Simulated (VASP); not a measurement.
# Ga2GeTeSe (Cmmm) in VASP: notebook

Ga2GeTeSe is run at these levels: PBE; tasks: single point.

Everything below comes from runs of VASP 6.6.1. Logs are shortened: lines on timing, memory, paths and dates and some standing lists are left out, and cuts for length are marked.

**1. The cell of the first run**

The structure is orthorhombic, space group Cmmm (No. 65). Conventional cell: a = 5.329 Å, b = 10.758 Å, c = 5.702 Å, α = 90.00°, β = 90.00°, γ = 90.00°. Within 3.5 Å of Ga (site symmetry m2m) lie 1 Se at 2.64 Å and 2 Ga at 2.67 Å and 1 Ge at 2.73 Å. Within 3.5 Å of Ge (site symmetry mmm) lie 2 Se at 2.66 Å and 2 Ga at 2.73 Å. Te (site symmetry mmm) has 2 Se at 2.85 Å within 3.8 Å. Se (site symmetry mmm) has 2 Ga at 2.64 Å and 2 Ge at 2.66 Å and 2 Te at 2.85 Å within 3.5 Å.

**2. Single point, PBE**

Contents of INCAR:

```
ALGO     = Normal         # electronic algorithm
EDIFF    = 1E-6           # SCF threshold, eV
ENCUT    = 520            # plane-wave cutoff, eV
GGA      = PE             # functional
ISIF     = 2              # what is computed and relaxed
ISMEAR   = 0              # smearing method
LASPH    = True           # aspherical terms in the spheres
LCHARG   = False          # write CHGCAR
LREAL    = False          # projectors in reciprocal space
LWAVE    = False          # write WAVECAR
NBANDS   = 34             # bands
NELM     = 60             # most SCF steps
PREC     = Accurate       # precision mode
SIGMA    = 0.1            # smearing width, eV
```

Contents of KPOINTS:

```
k-points
0
Gamma
  4 4 4
```

Contents of POSCAR:

```
Ga2GeTeSe
1.0
    2.6645028832     -5.3787685325      0.0000000000
    2.6645028832      5.3787685325      0.0000000000
    0.0000000000      0.0000000000      5.7024541928
Ga Ge Te Se
2 1 1 1
Direct
    0.2541886794      0.7458113206      0.0000000000
    0.7458113206      0.2541886794      0.0000000000
    0.0000000000      0.0000000000      0.0000000000
    0.5000000000      0.5000000000      0.5000000000
    0.5000000000      0.5000000000      0.0000000000
```

Potentials or basis: VASP PAW PBE potentials, release 64 (Ga_d, Ge_d, Te, Se).

Run with:

```console
cat potpaw_PBE.64/Ga_d/POTCAR potpaw_PBE.64/Ge_d/POTCAR potpaw_PBE.64/Te/POTCAR potpaw_PBE.64/Se/POTCAR > POTCAR
mpirun -np 1 vasp_std > vasp.out
```

OUTCAR:

```text
EDIFF = 1E-6
   ENCUT = 520
   GGA = PE
   ISIF = 2
   ISMEAR = 0
   LASPH = True
   LREAL = False
   NELM = 60
   PREC = Accurate

 ion  position               nearest neighbor table
   1  0.254  0.746  0.000-   5 2.64   2 2.67   2 2.67   3 2.73
   2  0.746  0.254  0.000-   5 2.64   1 2.67   1 2.67   3 2.73
   3  0.000  0.000  0.000-   5 2.66   5 2.66   1 2.73   2 2.73
   4  0.500  0.500  0.500-   5 2.85   5 2.85
   5  0.500  0.500  0.000-   1 2.64   2 2.64   3 2.66   3 2.66   4 2.85   4 2.85

  LATTYP: Found a base centered orthorhombic cell.
 ALAT       =     5.3290057664
 B/A-ratio  =     2.0186761915
 C/A-ratio  =     1.0700784429

  Lattice vectors:

 A1 = (   2.6645028832,  -5.3787685325,   0.0000000000)
 A2 = (   2.6645028832,   5.3787685325,   0.0000000000)
 A3 = (   0.0000000000,   0.0000000000,   5.7024541928)

Analysis of symmetry for initial positions (statically):
=====================================================================
 Subroutine PRICEL returns:
 Original cell was already a primitive cell.

 Routine SETGRP: Setting up the symmetry group for a
 base centered orthorhombic supercell.

 Subroutine GETGRP returns: Found  8 space group operations
 (whereof  8 operations were pure point group operations)
 out of a pool of  8 trial point group operations.

The static configuration has the point symmetry D_2h.

Analysis of symmetry for dynamics (positions and initial velocities):
=====================================================================
 Subroutine PRICEL returns:
 Original cell was already a primitive cell.

 Routine SETGRP: Setting up the symmetry group for a
 base centered orthorhombic supercell.

 Subroutine GETGRP returns: Found  8 space group operations
 (whereof  8 operations were pure point group operations)
 out of a pool of  8 trial point group operations.

The dynamic configuration has the point symmetry D_2h.

 Subroutine INISYM returns: Found  8 space group operations
 (whereof  8 operations are pure point group operations),
 and found     1 'primitive' translations

----------------------------------------------------------------------------------------

                                     Primitive cell

  volume of cell :     163.4522

  direct lattice vectors                    reciprocal lattice vectors
     2.664502883 -5.378768532  0.000000000     0.187652265 -0.092958081  0.000000000
     2.664502883  5.378768532  0.000000000     0.187652265  0.092958081  0.000000000
     0.000000000  0.000000000  5.702454193     0.000000000  0.000000000  0.175363092

  length of vectors
     6.002559999  6.002559999  5.702454193     0.209414845  0.209414845  0.175363092

  position of ions in fractional coordinates (direct lattice)
     0.254188679  0.745811321  0.000000000
     0.745811321  0.254188679  0.000000000
     0.000000000  0.000000000  0.000000000
     0.500000000  0.500000000  0.500000000
     0.500000000  0.500000000  0.000000000

  ion indices of the primitive-cell ions
   primitive index   ion index
                 1           1
                 2           2
                 3           3
                 4           4
                 5           5

----------------------------------------------------------------------------------------

 KPOINTS: k-points

Automatic generation of k-mesh.
 Grid dimensions read from file:
 generate k-points for:    4    4    4

 Generating k-lattice:

  Cartesian coordinates                     Fractional coordinates (reciprocal lattice)
     0.046913066 -0.023239520  0.000000000     0.250000000  0.000000000  0.000000000
     0.046913066  0.023239520  0.000000000     0.000000000  0.250000000  0.000000000
     0.000000000  0.000000000  0.043840773     0.000000000  0.000000000  0.250000000

  Length of vectors
     0.052353711  0.052353711  0.043840773

  Shift w.r.t. Gamma in fractional coordinates (k-lattice)
     0.000000000  0.000000000  0.000000000

 Subroutine IBZKPT returns following result:
 ===========================================

 Found     21 irreducible k-points:

 Following reciprocal coordinates:
            Coordinates               Weight
  0.000000  0.000000  0.000000      1.000000
  0.250000  0.000000  0.000000      4.000000
  0.500000  0.000000  0.000000      2.000000
  0.250000  0.250000  0.000000      2.000000
  0.500000  0.250000  0.000000      4.000000
 -0.250000  0.250000  0.000000      2.000000
[... 13 lines left out ...]
 -0.250000  0.250000  0.500000      2.000000
  0.500000  0.500000  0.500000      1.000000
   k-points           NKPTS =     21   k-points in BZ     NKDIM =     21   number of bands    NBANDS=     34
   number of dos      NEDOS =    301   number of ions     NIONS =      5
   total plane-waves  NPLWV =  96768
   dimension x,y,z NGX =    48 NGY =   48 NGZ =   42
   dimension x,y,z NGXF=    96 NGYF=   96 NGZF=   84
   ions per type =               2   1   1   1
   NGX,Y,Z   is equivalent  to a cutoff of  13.29, 13.29, 12.24 a.u.
[... 45 lines left out ...]
  volume of cell :      163.45
 maximum number of plane-waves:      4434
 NGX is ok and might be reduce to    48
   NGX = 23   NGY = 23   NGZ = 21

 number of electron      52.0000015 magnetization

 Free energy of the ion-electron system (eV)
  ---------------------------------------------------
  ext. energy  EPLUGINS =         0.00000000
  ---------------------------------------------------
  free energy    TOTEN  =       -15.28401690 eV

  energy without entropy =      -15.26430046  energy(sigma->0) =      -15.27415868

 E-fermi :   2.3814     XC(G=0):  -8.2738

 val. band max:        2.3760967097   @ k =   0.5000   0.2500   0.5000
 cond. band min:       2.3926101419   @ k =   0.5000   0.5000   0.0000
 fundamental gap:      0.0165134322
 Fermi energy:         2.3813701275

 k-point     1 :       0.0000    0.0000    0.0000
  band No.  band energies     occupation
      1     -22.5473      2.00000
      2     -22.5350      2.00000
      3     -22.4744      2.00000
      4     -22.4683      2.00000
      5     -22.4621      2.00000
      6     -12.8770      2.00000
[... 26 lines left out ...]
     33       7.5788      0.00000
     34       7.6791      0.00000

 k-point     2 :       0.2500    0.0000    0.0000
  band No.  band energies     occupation
      1     -22.5466      2.00000
      2     -22.5350      2.00000
      3     -22.4745      2.00000
      4     -22.4683      2.00000
      5     -22.4620      2.00000
      6     -12.8086      2.00000
[... 26 lines left out ...]
     33       7.1670      0.00000
     34       8.2168      0.00000

 k-point     3 :       0.5000    0.0000    0.0000
  band No.  band energies     occupation
      1     -22.5459      2.00000
      2     -22.5351      2.00000
      3     -22.4746      2.00000
      4     -22.4683      2.00000
      5     -22.4619      2.00000
      6     -12.7374      2.00000
[... 26 lines left out ...]
     33       7.5056      0.00000
     34       7.5072      0.00000

 k-point     4 :       0.2500    0.2500    0.0000
  band No.  band energies     occupation
      1     -22.5459      2.00000
      2     -22.5351      2.00000
      3     -22.4746      2.00000
      4     -22.4683      2.00000
      5     -22.4619      2.00000
      6     -12.7403      2.00000
[... 26 lines left out ...]
     33       7.2214      0.00000
     34       8.0786      0.00000

 k-point     5 :       0.5000    0.2500    0.0000
  band No.  band energies     occupation
      1     -22.5466      2.00000
      2     -22.5351      2.00000
      3     -22.4745      2.00000
      4     -22.4683      2.00000
      5     -22.4620      2.00000
      6     -12.8014      2.00000
[... 510 lines left out ...]
 k-point    19 :       0.5000    0.2500    0.5000
  band No.  band energies     occupation
      1     -22.5466      2.00000
      2     -22.5351      2.00000
      3     -22.4745      2.00000
      4     -22.4683      2.00000
      5     -22.4620      2.00000
      6     -12.8011      2.00000
[... 26 lines left out ...]
     33       6.7981      0.00000
     34       8.9710      0.00000

 k-point    20 :      -0.2500    0.2500    0.5000
  band No.  band energies     occupation
      1     -22.5473      2.00000
      2     -22.5350      2.00000
      3     -22.4744      2.00000
      4     -22.4683      2.00000
      5     -22.4621      2.00000
      6     -12.8711      2.00000
[... 26 lines left out ...]
     33       8.4242      0.00000
     34       8.5467      0.00000

 k-point    21 :       0.5000    0.5000    0.5000
  band No.  band energies     occupation
      1     -22.5473      2.00000
      2     -22.5350      2.00000
      3     -22.4744      2.00000
      4     -22.4683      2.00000
      5     -22.4621      2.00000
      6     -12.8686      2.00000
[... 26 lines left out ...]
     33       7.2718      0.00000
     34       9.2193      0.00000

------------------------ aborting loop because EDIFF is reached ----------------------------------------

  FORCE on cell =-STRESS in cart. coord.  units (eV):
  Direction    XX          YY          ZZ          XY          YZ          ZX
  --------------------------------------------------------------------------------------
  -------------------------------------------------------------------------------------
  Total        0.1186856      0.2176717     -0.0135781      0.0000000      0.0000000      0.0000000
  in kB        1.1633697      2.1336430     -0.1330939      0.0000000      0.0000000      0.0000000
  external PRESSURE =       1.0546396 kB  Pullay stress =       0.0000000 kB

 VOLUME and BASIS-vectors are now :
 -----------------------------------------------------------------------------
  energy-cutoff  :      520.00
  volume of cell :      163.45
      direct lattice vectors                 reciprocal lattice vectors
     2.664502883 -5.378768532  0.000000000     0.187652265 -0.092958081  0.000000000
     2.664502883  5.378768532  0.000000000     0.187652265  0.092958081  0.000000000
     0.000000000  0.000000000  5.702454193     0.000000000  0.000000000  0.175363092

 POSITION                                       TOTAL-FORCE (eV/Angst)
 -----------------------------------------------------------------------------------
      2.66450      2.64432      0.00000        -0.000000      0.014005      0.000000
      2.66450     -2.64432      0.00000        -0.000000     -0.014005     -0.000000
      0.00000      0.00000      0.00000        -0.000000     -0.000000     -0.000000
      2.66450      0.00000      2.85123        -0.000000     -0.000000     -0.000000
      2.66450      0.00000      0.00000         0.000000      0.000000     -0.000000
 -----------------------------------------------------------------------------------
    total drift:                                0.000000     -0.000000      0.000000

  FREE ENERGIE OF THE ION-ELECTRON SYSTEM (eV)
  ---------------------------------------------------
  free  energy   TOTEN  =       -15.2840169020 eV

  energy  without entropy=      -15.2643004587  energy(sigma->0) =      -15.27415868
```

It took 60 s on 1 thread of Intel Xeon 6975P-C (Granite Rapids), shared host; peak memory 0.37 GiB.

Results:

```
Free energy            : -15.2840 eV
Pressure               : 0.1 GPa
Largest force          : 0.014 eV/Å
Band gap on the k mesh : zero (band 26 reaches 3.23 eV, above the bottom of band 27 at 1.82 eV)
```

Forces on the atoms (eV/Å):
```
Ga   0.000  0.014  0.000
Ga   0.000 -0.014  0.000
Ge   0.000  0.000  0.000
Te   0.000  0.000  0.000
Se   0.000  0.000  0.000
```

Caveat: spin-orbit coupling is left out, which moves the levels of the heavy elements.

**3. Single point, PBE**

This run uses another cell than the first one, of 33.82 Å³/atom, 1.035 times its volume.

Contents of INCAR:

```
  PREC = Accurate
  ENCUT = 520
  EDIFF = 1E-6
  ISMEAR = 0
  SIGMA = 0.1
  LREAL = False
  LASPH = True
  NELM = 60
  ALGO = Normal
  ISIF = 2
  LWAVE = False
  LCHARG = True
  GGA = PE
  LELF = True
  LVHAR = True
  NBANDS = 34
```

Contents of KPOINTS:

```
Automatic mesh
0
Gamma
  6 6 2
```

Contents of POSCAR:

```
Ga2GeTeSe
1.0
    2.6698063670     -5.2147252532      0.0000000000
    2.6698063670      5.2147252532      0.0000000000
    0.0000000000      0.0000000000      6.0735631060
Ga Ge Te Se
2 1 1 1
Direct
    0.2554319945      0.7445680055      0.0000000000
    0.7445680055      0.2554319945      0.0000000000
    0.0000000000      0.0000000000      0.0000000000
    0.5000000000      0.5000000000      0.5000000000
    0.5000000000      0.5000000000      0.0000000000
```

Potentials or basis: VASP PAW PBE potentials, release 64 (Ga_d, Ge_d, Te, Se).

Run with:

```console
cat potpaw_PBE.64/Ga_d/POTCAR potpaw_PBE.64/Ge_d/POTCAR potpaw_PBE.64/Te/POTCAR potpaw_PBE.64/Se/POTCAR > POTCAR
mpirun -np 1 vasp_std > vasp.out
```

Wall time 85 s (1 thread of Intel Xeon 6975P-C (Granite Rapids), shared host); peak memory 0.42 GiB.

Results (log left out):

```yaml
Free_energy: -14.8952 eV
Pressure: 0.1 GPa
Largest_force: 0.011 eV/Å
Band_gap_on_the_k_mesh: zero (band 26 reaches 2.05 eV, above the bottom of band 27 at 1.56 eV)
```

Forces in eV/Å, atoms in the order of the input:
```
Ga   0.000  0.011  0.000
Ga   0.000 -0.011  0.000
Ge   0.000  0.000  0.000
Te   0.000  0.000  0.000
Se   0.000  0.000  0.000
```

Stress tensor (GPa, compression positive):
```
0.06 0.00 0.00
0.00 0.19 0.00
0.00 0.00 0.01
```

Levels at points of the mesh, in eV from the Fermi level:
| k point | band 24 | band 25 | band 26 | band 27 | band 28 | band 29 |
| --- | --- | --- | --- | --- | --- | --- |
| (0.00, 0.00, 0.00) | -1.49 | 0.02 | 0.14 | 0.43 | 2.41 | 3.38 |
| (0.50, 0.00, 0.00) | -0.35 | -0.31 | -0.29 | -0.04 | 1.24 | 2.12 |
| (0.50, 0.50, 0.00) | -0.47 | -0.21 | 0.07 | 0.08 | 0.89 | 1.60 |
| (0.00, 0.00, 0.50) | -1.47 | -0.47 | -0.33 | -0.26 | 0.24 | 2.05 |
| (0.50, 0.00, 0.50) | -0.75 | -0.41 | -0.33 | -0.20 | 1.26 | 1.47 |
| (0.50, 0.50, 0.50) | -0.92 | -0.36 | -0.27 | -0.20 | 0.63 | 1.62 |

Caveat: the k points lie up to 0.52 Å⁻¹ apart; spin-orbit coupling is left out, which moves the levels of the heavy elements.

**4. Single point, PBE**

This run uses another cell than the first one, of 23.79 Å³/atom, 0.728 times its volume.

Contents of INCAR:

```
  ALGO = Normal
  EDIFF = 1E-6
  ENCUT = 520
  GGA = PE
  ISIF = 2
  ISMEAR = 0
  LASPH = T
  LCHARG = F
  LREAL = F
  LWAVE = F
  NBANDS = 34
  NELM = 80
  PREC = Accurate
  SIGMA = 0.1
```

Contents of KPOINTS:

```
k-points
0
Gamma
  6 6 2
```

Contents of POSCAR:

```
Ga2GeTeSe
1.0
    1.8913343900     -3.8207148800      0.0000000000
    1.8913343900      3.8207148800      0.0000000000
    0.0000000000      0.0000000000      8.2296907500
Ga Ge Te Se
2 1 1 1
Direct
    0.2454551000      0.7545449000      0.0000000000
    0.7545449000      0.2454551000      0.0000000000
    0.0000000000      0.0000000000      0.0000000000
    0.5000000000      0.5000000000      0.5000000000
    0.5000000000      0.5000000000      0.0000000000
```

Run with:

```console
cat potpaw_PBE.64/Ga_d/POTCAR potpaw_PBE.64/Ge_d/POTCAR potpaw_PBE.64/Te/POTCAR potpaw_PBE.64/Se/POTCAR > POTCAR
mpirun -np 1 vasp_std > vasp.out
```

Run time: 70 s. Hardware: 1 thread of Intel Xeon 6975P-C (Granite Rapids), shared host; peak memory 0.31 GiB.

The run converged. Its results:

| Item | Value |
| --- | --- |
| Free energy | 11.8736 eV |
| Pressure | 102.0 GPa |
| Largest force | 3.034 eV/Å |
| Band gap on the k mesh | zero (band 26 reaches 5.25 eV, above the bottom of band 27 at 4.23 eV) |

Forces on the atoms (eV/Å):
```
Ga   0.000 -3.034  0.000
Ga   0.000  3.034  0.000
Ge   0.000  0.000  0.000
Te   0.000  0.000  0.000
Se   0.000  0.000  0.000
```

Stress tensor (GPa, compression positive):
```
157.06   0.00   0.00
  0.00 150.66   0.00
  0.00   0.00  -1.84
```

Levels at points of the mesh, in eV from the Fermi level:
```csv
k point,band 24,band 25,band 26,band 27,band 28,band 29
"(0.00, 0.00, 0.00)",-2.21,-1.09,0.68,1.15,1.57,2.58
"(0.50, 0.00, 0.00)",-0.14,-0.02,0.07,0.46,1.74,2.15
"(0.50, 0.50, 0.00)",-1.61,-0.42,-0.19,1.10,1.61,4.10
"(0.00, 0.00, 0.50)",-2.21,-1.54,0.66,1.05,1.56,4.04
"(0.50, 0.00, 0.50)",-0.36,-0.14,0.00,0.48,1.68,2.28
"(0.50, 0.50, 0.50)",-1.62,-0.78,-0.19,1.09,1.58,3.69
```

Caveat: the k points lie up to 0.38 Å⁻¹ apart; spin-orbit coupling is left out, which moves the levels of the heavy elements; this functional lacks dispersion, which binds the layers, so the pressure and a relaxed spacing across them are unreliable; forces of over 1 eV/Å act on the atoms, so gaps and moduli don't describe the material at rest.

**5. Summary**

```tsv
cell	k mesh	gap on the mesh (eV)	pressure (GPa)	largest force (eV/Å)
a = 6.003, b = 6.003, c = 5.702 Å, angles 90.0, 90.0, 127.3°, 5 atoms	4 × 4 × 4	none	0.1	0.01
a = 5.858, b = 5.858, c = 6.074 Å, angles 90.0, 90.0, 125.8°, 5 atoms	6 × 6 × 2	none	0.1	0.01
a = 4.263, b = 4.263, c = 8.230 Å, angles 90.0, 90.0, 127.3°, 5 atoms	6 × 6 × 2	none	102.0	3.03
```

Alike in all rows: task single point; level PBE; potentials or basis VASP PAW PBE potentials, release 64 (Ga_d, Ge_d, Te, Se); no spin polarisation; cutoff (eV) 520; smearing gaussian 0.1 eV.

Caveats: some runs use coarse meshes; spin-orbit coupling is left out, which moves the levels of the heavy elements; this functional lacks dispersion, which binds the layers, so the pressure and a relaxed spacing across them are unreliable (some runs); forces of over 1 eV/Å act on the atoms, so gaps and moduli don't describe the material at rest (some runs).

Total energies depend on the potentials used, so only differences within one code and one set of settings carry meaning.
